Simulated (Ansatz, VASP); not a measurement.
## One calculation of MnF2, two programs

```xyz
6
Lattice="4.9805 0.0000 0.0000 0.0000 4.9805 0.0000 0.0000 0.0000 3.3582" Properties=species:S:1:pos:R:3 pbc="T T T"
Mn    0.0000    0.0000    0.0000
Mn    2.4903    2.4903    1.6791
F     1.5193    1.5193    0.0000
F     0.9709    4.0096    1.6791
F     3.4612    3.4612    0.0000
F     4.0096    0.9709    1.6791
```

Alike in both runs: functional PBE; k mesh 4 × 4 × 6; occupations gaussian, width 0.05 eV; collinear spin; Hubbard terms Mn d U = 3.9 eV.

Ansatz relaxed the structure, and its values are those at the end. VASP's run is a single point on that final structure, the one shown.

|  | VASP | Ansatz |
| --- | --- | --- |
| version | VASP 6.6.1 | Ansatz 0.2.0 |
| potentials or method | VASP PAW PBE potentials, release 64 (Mn_pv, F), cutoff 520 eV | scalar-relativistic, plane waves, PAW |
| valence electrons in the cell | 54 | 58 |

|  | VASP | Ansatz | Ansatz less VASP |
| --- | --- | --- | --- |
| gap on the k mesh at the Fermi level (eV) | 3.55 | 3.63 | +0.082 |
| least direct gap on the mesh (eV) | 3.58 | 3.67 | +0.083 |
| pressure (GPa) | -0.9 | 0.0 | +0.85 |
| net moment per atom (μB) | 0.00 | 0.00 | 0.000 |
| size of the moment on the site where the two differ most (μB) | 4.68 | 4.28 | -0.403 |

Site moments also hang on the region over which each program counts them. The programs project onto different local orbitals, so the same U acts differently, and such runs can settle in different states. VASP's potentials hold 54 valence electrons a cell and Ansatz's 58, so a difference there can come from the potentials and not from the codes.
